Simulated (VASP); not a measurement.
A run of VASP 6.6.1:

The input POSCAR:

```
Ta
1.0
   -1.6730098603      1.6730098603      1.6730098603
    1.6730098603     -1.6730098603      1.6730098603
    1.6730098603      1.6730098603     -1.6730098603
Ta
1
Direct
    0.0000000000      0.0000000000      0.0000000000
```

File INCAR.step1:

```
PREC = Accurate
ENCUT = 520
ISMEAR = -1
SIGMA = 0.05
LREAL = F
LASPH = T
NELM = 100
NBANDS = 12
GGA = PE
ALGO = Normal
EDIFF = 1E-4
LWAVE = T
LCHARG = F
```

File INCAR.step2:

```
PREC = Accurate
ENCUT = 520
EDIFF = 1E-7
ISMEAR = -1
SIGMA = 0.05
LREAL = F
LASPH = T
NELM = 100
ALGO = Normal
ISIF = 2
LWAVE = F
LCHARG = F
METAGGA = R2SCAN
LMIXTAU = T
NBANDS = 12
ISTART = 1
```

File KPOINTS:

```
Automatic mesh
0
Gamma
  11 11 11
```

Potentials or basis: VASP PAW PBE potentials, release 64 (Ta_pv).

Launch:

```console
$ cat potpaw_PBE.64/Ta_pv/POTCAR > POTCAR
$ cp INCAR.step1 INCAR
$ mpirun -np 1 vasp_std > vasp.out
$ cp INCAR.step2 INCAR
$ mpirun -np 1 vasp_std > vasp.out
```

Hardware: 1 thread of Intel(R) Xeon(R) Platinum 8559C (Emerald Rapids) (shared host).

Task: Estimate the wall time of this run.

Result: It took 25 s on 1 thread of Intel(R) Xeon(R) Platinum 8559C (Emerald Rapids) (shared host), peak memory 0.15 GiB. Counts: k points 56.
